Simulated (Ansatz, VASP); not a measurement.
**One calculation of MoS2, two programs**

```
CELL_PARAMETERS angstrom
3.22747 0.00000 0.00000
-1.61373 2.79507 0.00000
0.00000 0.00000 6.31247
ATOMIC_POSITIONS crystal
Mo 0.00000 0.00000 0.50000
S 0.33333 0.66667 0.25532
S 0.66667 0.33333 0.74468
```

Alike in both runs: task relaxation of cell and atoms; functional LDA; k mesh 10 × 10 × 5; occupations fermi-dirac, width 0.15 eV; no spin polarisation.

```csv
,VASP,Ansatz
version,VASP 6.6.1,Ansatz 0.2.0
potentials or method,"VASP PAW LDA potentials, release 64 (Mo_sv, S), cutoff 600 eV","plane waves, PAW"
valence electrons in the cell,26,26
```

|  | VASP | Ansatz | Ansatz less VASP |
| --- | --- | --- | --- |
| relaxed volume (Å³/atom) | 16.54 | 16.49 | -0.045 |
| relaxed length of the cell vector where the two differ most in proportion (Å) | 5.785 | 5.767 | -0.0179 |

LDA's correlation is that of Perdew and Zunger in VASP and of Perdew and Wang (1992) in Ansatz.
